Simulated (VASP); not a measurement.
# AlRu (Pm-3m) in VASP: a series of runs

The runs below take AlRu through single point, with revPBE, r2SCAN.

Everything below comes from runs of VASP 6.6.1. Logs are shortened: lines on timing, memory, paths and dates and some standing lists are left out, and cuts for length are marked.

### 1 The cell of the first run

It takes space group Pm-3m (No. 221, cubic). The conventional cell has a = 2.992 Å, b = 2.992 Å, c = 2.992 Å, α = 90.00°, β = 90.00°, γ = 90.00°. Al (site symmetry m-3m) has 8 Ru at 2.59 Å and 6 Al at 2.99 Å within 3.4 Å. Ru (site symmetry m-3m) has 8 Al at 2.59 Å and 6 Ru at 2.99 Å within 3.4 Å.

### 2 Single point, revPBE

INCAR reads:

```
PREC = Accurate ; ENCUT = 500
EDIFF = 1E-6 ; ISMEAR = -1
SIGMA = 0.1 ; LREAL = False
LASPH = True ; NELM = 120
ALGO = Normal ; ISIF = 2
LWAVE = False ; LCHARG = False
GGA = RE ; NBANDS = 16
GGA_COMPAT = False
```

KPOINTS reads:

```
regular mesh
0
Gamma
  9 9 9
```

POSCAR reads:

```
AlRu
1.0
    2.9916000000      0.0000000000      0.0000000000
    0.0000000000      2.9916000000      0.0000000000
    0.0000000000      0.0000000000      2.9916000000
Al Ru
1 1
Direct
    0.0000000000      0.0000000000      0.0000000000
    0.5000000000      0.5000000000      0.5000000000
```

Potentials or basis: VASP PAW PBE potentials, release 64 (Al, Ru_pv).

Launch:

```bash
$ cat potpaw_PBE.64/Al/POTCAR potpaw_PBE.64/Ru_pv/POTCAR > POTCAR
$ mpirun -np 1 vasp_std > vasp.out
```

OUTCAR:

```text
PREC = Accurate
   ENCUT = 500
   EDIFF = 1E-6
   ISMEAR = -1
   LREAL = False
   LASPH = True
   NELM = 120
   ISIF = 2
   GGA = RE

 ion  position               nearest neighbor table
   1  0.000  0.000  0.000-   2 2.59   2 2.59   2 2.59   2 2.59   2 2.59   2 2.59   2 2.59   2 2.59

   2  0.500  0.500  0.500-   1 2.59   1 2.59   1 2.59   1 2.59   1 2.59   1 2.59   1 2.59   1 2.59

  LATTYP: Found a simple cubic cell.
 ALAT       =     2.9916000000

  Lattice vectors:

 A1 = (   2.9916000000,   0.0000000000,   0.0000000000)
 A2 = (   0.0000000000,   2.9916000000,   0.0000000000)
 A3 = (   0.0000000000,   0.0000000000,   2.9916000000)

Analysis of symmetry for initial positions (statically):
=====================================================================
 Subroutine PRICEL returns:
 Original cell was already a primitive cell.

 Routine SETGRP: Setting up the symmetry group for a
 simple cubic supercell.

 Subroutine GETGRP returns: Found 48 space group operations
 (whereof 48 operations were pure point group operations)
 out of a pool of 48 trial point group operations.

The static configuration has the point symmetry O_h .

Analysis of symmetry for dynamics (positions and initial velocities):
=====================================================================
 Subroutine PRICEL returns:
 Original cell was already a primitive cell.

 Routine SETGRP: Setting up the symmetry group for a
 simple cubic supercell.

 Subroutine GETGRP returns: Found 48 space group operations
 (whereof 48 operations were pure point group operations)
 out of a pool of 48 trial point group operations.

The dynamic configuration has the point symmetry O_h .

 Subroutine INISYM returns: Found 48 space group operations
 (whereof 48 operations are pure point group operations),
 and found     1 'primitive' translations

----------------------------------------------------------------------------------------

                                     Primitive cell

  volume of cell :      26.7738

  direct lattice vectors                    reciprocal lattice vectors
     2.991600000  0.000000000  0.000000000     0.334269287  0.000000000  0.000000000
     0.000000000  2.991600000  0.000000000     0.000000000  0.334269287  0.000000000
     0.000000000  0.000000000  2.991600000     0.000000000  0.000000000  0.334269287

  length of vectors
     2.991600000  2.991600000  2.991600000     0.334269287  0.334269287  0.334269287

  position of ions in fractional coordinates (direct lattice)
     0.000000000  0.000000000  0.000000000
     0.500000000  0.500000000  0.500000000

  ion indices of the primitive-cell ions
   primitive index   ion index
                 1           1
                 2           2

----------------------------------------------------------------------------------------

 KPOINTS: regular mesh

Automatic generation of k-mesh.
 Grid dimensions read from file:
 generate k-points for:    9    9    9

 Generating k-lattice:

  Cartesian coordinates                     Fractional coordinates (reciprocal lattice)
     0.037141032  0.000000000  0.000000000     0.111111111  0.000000000  0.000000000
     0.000000000  0.037141032  0.000000000     0.000000000  0.111111111  0.000000000
     0.000000000  0.000000000  0.037141032     0.000000000  0.000000000  0.111111111

  Length of vectors
     0.037141032  0.037141032  0.037141032

  Shift w.r.t. Gamma in fractional coordinates (k-lattice)
     0.000000000  0.000000000  0.000000000

 Subroutine IBZKPT returns following result:
 ===========================================

 Found     35 irreducible k-points:

 Following reciprocal coordinates:
            Coordinates               Weight
  0.000000  0.000000  0.000000      1.000000
  0.111111  0.000000  0.000000      6.000000
  0.222222  0.000000  0.000000      6.000000
  0.333333  0.000000  0.000000      6.000000
  0.444444  0.000000  0.000000      6.000000
  0.111111  0.111111  0.000000     12.000000
[... 16 lines left out ...]
  0.333333  0.333333  0.111111     24.000000
  0.444444  0.333333  0.111111     48.000000
 [... further k-points ...]
   k-points           NKPTS =     35   k-points in BZ     NKDIM =     35   number of bands    NBANDS=     16
   number of dos      NEDOS =    301   number of ions     NIONS =      2
   total plane-waves  NPLWV =  13824
   dimension x,y,z NGX =    24 NGY =   24 NGZ =   24
   dimension x,y,z NGXF=    48 NGYF=   48 NGZF=   48
   ions per type =               1   1
   NGX,Y,Z   is equivalent  to a cutoff of  13.34, 13.34, 13.34 a.u.
   NGXF,Y,Z  is equivalent  to a cutoff of  26.67, 26.67, 26.67 a.u.
 SYSTEM =  unknown system
   PREC   = accura    normal or accurate (medium, high low for compatibility)
   ISTART =      0    job   : 0-new  1-cont  2-samecut
   ICHARG =      2    charge: 1-file 2-atom 10-const
   ISPIN  =      1    spin polarized calculation?
   LNONCOLLINEAR =      F non collinear calculations
   LSORBIT =      F    spin-orbit coupling
   LASPH  =      T    aspherical Exc in radial PAW
   ENCUT  =  500.0 eV  36.75 Ry    6.06 a.u.   5.45  5.45  5.45*2*pi/ulx,y,z
   NELM   =    120;   NELMIN=  2; NELMDL= -5     # of ELM steps
   EDIFF  = 0.1E-05   stopping-criterion for ELM
   LREAL  =      F    real-space projection
   EDIFFG = 0.1E-04   stopping-criterion for IOM
   NSW    =      0    number of steps for IOM
   IBRION =     -1    ionic relax: 0-MD 1-quasi-New 2-CG
   NFREE  =      0    steps in history (QN), initial steepest desc. (CG)
   ISIF   =      2    stress and relaxation
   ISYM   =      2    0-nonsym 1-usesym 2-fastsym
   POTIM  = 0.5000    time-step for ionic-motion
   TEBEG  =    0.0;   TEEND  =   0.0 temperature during run
   PSTRESS=    0.0 pullay stress
   NELECT =      17.0000    total number of electrons
   NUPDOWN=      -1.0000    fix difference up-down
   EMIN   =  10.00;   EMAX   =-10.00  energy-range for DOS
   EFERMI =   0.00;   METHOD = LEGACY
   ISMEAR =    -1;   SIGMA  =   0.10  broadening in eV -4-tet -1-fermi 0-gaus
   EFERMI_NEDOS =   21; number of points for ismear=-14 and -15
   IALGO  =     38    algorithm
   IMIX   =      4    mixing-type and parameters
     AMIX     =   0.40;   BMIX     =  1.00
     AMIX_MAG =   1.60;   BMIX_MAG =  1.00
  volume/ion in A,a.u.               =      13.39        90.34
  Fermi-wavevector in a.u.,A,eV,Ry     =   1.407087  2.659009 26.938090  1.979894
  Thomas-Fermi vector in A             =   2.529382
   LORBIT       =      0    0 simple, 1 ext, 2 COOP (PROOUT), +10 PAW based schemes
   GGA     = RE    functional components
   LHFCALC =     F    Hartree Fock is set to
   AEXX    =    0.0000 exact exchange contribution
   IVDW    =     0    specifies the selected vdW correction
   LEPSILON=     F    determine dielectric tensor
   LRPA    =     F    only Hartree local field effects (RPA)
 non-spin polarized calculation
  energy-cutoff  :      500.00
  volume of cell :       26.77
 maximum number of plane-waves:       697
 NGX is ok and might be reduce to    24
   NGX = 11   NGY = 11   NGZ = 11

 number of electron      16.9999995 magnetization

 Free energy of the ion-electron system (eV)
  ---------------------------------------------------
  ext. energy  EPLUGINS =         0.00000000
  ---------------------------------------------------
  free energy    TOTEN  =       -13.56965389 eV

  energy without entropy =      -13.51332040  energy(sigma->0) =      -13.54148715

 E-fermi :  10.7306     XC(G=0): -12.5157

 val. band max:       10.7044726070   @ k =   0.4444   0.1111   0.1111
 cond. band min:      10.7723806656   @ k =   0.1111   0.1111   0.0000
 fundamental gap:      0.0679080586
 Fermi energy:        10.7306306817

 k-point     1 :       0.0000    0.0000    0.0000
  band No.  band energies     occupation
      1     -31.0044      2.00000
      2     -31.0044      2.00000
      3     -31.0044      2.00000
      4       1.1225      2.00000
      5       7.2138      2.00000
      6       7.2138      2.00000
[... 8 lines left out ...]
     15      22.9369      0.00000
     16      26.0046      0.00000

 k-point     2 :       0.1111    0.0000    0.0000
  band No.  band energies     occupation
      1     -31.0291      2.00000
      2     -31.0023      2.00000
      3     -31.0023      2.00000
      4       1.3586      2.00000
      5       7.2891      2.00000
      6       7.2963      2.00000
[... 8 lines left out ...]
     15      22.9372      0.00000
     16      26.7631      0.00000

 k-point     3 :       0.2222    0.0000    0.0000
  band No.  band energies     occupation
      1     -31.0912      2.00000
      2     -30.9970      2.00000
      3     -30.9970      2.00000
      4       2.0413      2.00000
      5       7.3466      2.00000
      6       7.5169      2.00000
[... 8 lines left out ...]
     15      23.4393      0.00000
     16      27.7813      0.00000

 k-point     4 :       0.3333    0.0000    0.0000
  band No.  band energies     occupation
      1     -31.1614      2.00000
      2     -30.9910      2.00000
      3     -30.9910      2.00000
      4       3.0981      2.00000
      5       6.9283      2.00000
      6       7.7921      2.00000
[... 8 lines left out ...]
     15      23.9260      0.00000
     16      25.7613      0.00000
[... 324 lines left out ...]
 k-point    22 :       0.4444    0.2222    0.1111
  band No.  band energies     occupation
      1     -31.1930      2.00000
      2     -31.0681      2.00000
      3     -31.0030      2.00000
      4       4.9110      2.00000
      5       6.3719      2.00000
      6       8.3020      2.00000
[... 8 lines left out ...]
     15      22.9380      0.00000
     16      24.6816      0.00000

 k-point    23 :       0.3333    0.3333    0.1111
  band No.  band energies     occupation
      1     -31.1422      2.00000
      2     -31.1387      2.00000
      3     -31.0009      2.00000
      4       4.5400      2.00000
      5       7.1134      2.00000
      6       8.2888      2.00000
[... 8 lines left out ...]
     15      24.2603      0.00000
     16      25.2809      0.00000

 k-point    24 :       0.4444    0.3333    0.1111
  band No.  band energies     occupation
      1     -31.1843      2.00000
      2     -31.1352      2.00000
      3     -30.9968      2.00000
      4       4.9582      2.00000
      5       7.0261      2.00000
      6       8.2639      2.00000
[... 8 lines left out ...]
     15      23.8381      0.00000
     16      24.3463      0.00000

 [... further k-points ...]
[... 5 lines left out ...]
  --------------------------------------------------------------------------------------
  -------------------------------------------------------------------------------------
  Total        0.8704197      0.8704197      0.8704197      0.0000000      0.0000000     -0.0000000
  in kB       52.0869266     52.0869266     52.0869266      0.0000000      0.0000000     -0.0000000
  external PRESSURE =      52.0869266 kB  Pullay stress =       0.0000000 kB

 VOLUME and BASIS-vectors are now :
 -----------------------------------------------------------------------------
  energy-cutoff  :      500.00
  volume of cell :       26.77
      direct lattice vectors                 reciprocal lattice vectors
     2.991600000  0.000000000  0.000000000     0.334269287  0.000000000  0.000000000
     0.000000000  2.991600000  0.000000000     0.000000000  0.334269287  0.000000000
     0.000000000  0.000000000  2.991600000     0.000000000  0.000000000  0.334269287

 POSITION                                       TOTAL-FORCE (eV/Angst)
 -----------------------------------------------------------------------------------
      0.00000      0.00000      0.00000         0.000000      0.000000      0.000000
      1.49580      1.49580      1.49580         0.000000      0.000000      0.000000
 -----------------------------------------------------------------------------------
    total drift:                                0.000000     -0.000000     -0.000000

  FREE ENERGIE OF THE ION-ELECTRON SYSTEM (eV)
  ---------------------------------------------------
  free  energy   TOTEN  =       -13.5696538914 eV

  energy  without entropy=      -13.5133203998  energy(sigma->0) =      -13.54148715
```

It took 8 s on 1 thread of AMD EPYC 7R13 (Zen 3), shared host; peak memory 0.11 GiB.

What came out:

```yaml
Free_energy: -13.5697 eV
Pressure: 5.2 GPa
Band_gap_on_the_k_mesh: zero (an odd number of electrons rules out a gap without spin polarisation)
```

Levels at points of the mesh, in eV from the Fermi level:
```
           k point  band 5  band 6  band 7  band 8  band 9  band 10  band 11  band 12  band 13  band 14
(0.00, 0.00, 0.00)   -3.52   -3.52    0.21    0.21    0.21     6.16     6.16     6.16    11.00    11.00
```

Caveat: the cell stands under pressure; the PAW data sets were made with another functional, which shifts forces and pressure a little.

### 3 Single point, r2SCAN

POSCAR is that of step 2.

INCAR.step1 reads:

```
SYSTEM = AlRu
PREC = Accurate ; ENCUT = 550
ISMEAR = -1 ; SIGMA = 0.1
LREAL = .FALSE. ; LASPH = .TRUE.
NELM = 120 ; NBANDS = 16
GGA = PE ; ALGO = Normal
EDIFF = 1E-5 ; LWAVE = .TRUE.
LCHARG = .FALSE. ; GGA_COMPAT = .FALSE.
```

INCAR.step2 reads:

```
SYSTEM = AlRu
PREC = Accurate ; ENCUT = 550
EDIFF = 1E-6 ; ISMEAR = -1
SIGMA = 0.1 ; LREAL = .FALSE.
LASPH = .TRUE. ; NELM = 120
ALGO = Normal ; ISIF = 2
LWAVE = .FALSE. ; LCHARG = .FALSE.
METAGGA = R2SCAN ; LMIXTAU = .TRUE.
NBANDS = 16 ; ISTART = 1
GGA_COMPAT = .FALSE.
```

KPOINTS reads:

```
Automatic mesh
0
G
  9 9 9
  0 0 0
```

Potentials or basis: VASP PAW PBE potentials, release 64 (Al, Ru_pv).

Launch:

```bash
$ cat potpaw_PBE.64/Al/POTCAR potpaw_PBE.64/Ru_pv/POTCAR > POTCAR
$ cp INCAR.step1 INCAR
$ mpirun -np 1 vasp_std > vasp.out
$ cp INCAR.step2 INCAR
$ mpirun -np 1 vasp_std > vasp.out
```

Wall time 37 s (1 thread of AMD EPYC 7R13 (Zen 3), shared host); peak memory 0.12 GiB.

It converged, with:

- Free energy: -33.6289 eV
- Pressure: -1.7 GPa
- Band gap on the k mesh: zero (an odd number of electrons rules out a gap without spin polarisation)

Levels at points of the mesh, in eV from the Fermi level:
| k point | band 7 | band 8 | band 9 | band 10 | band 11 | band 12 |
| --- | --- | --- | --- | --- | --- | --- |
| (0.00, 0.00, 0.00) | 0.22 | 0.22 | 0.22 | 6.57 | 6.57 | 6.57 |

Caveat: the PAW data sets were made with another functional, which shifts forces and pressure a little.
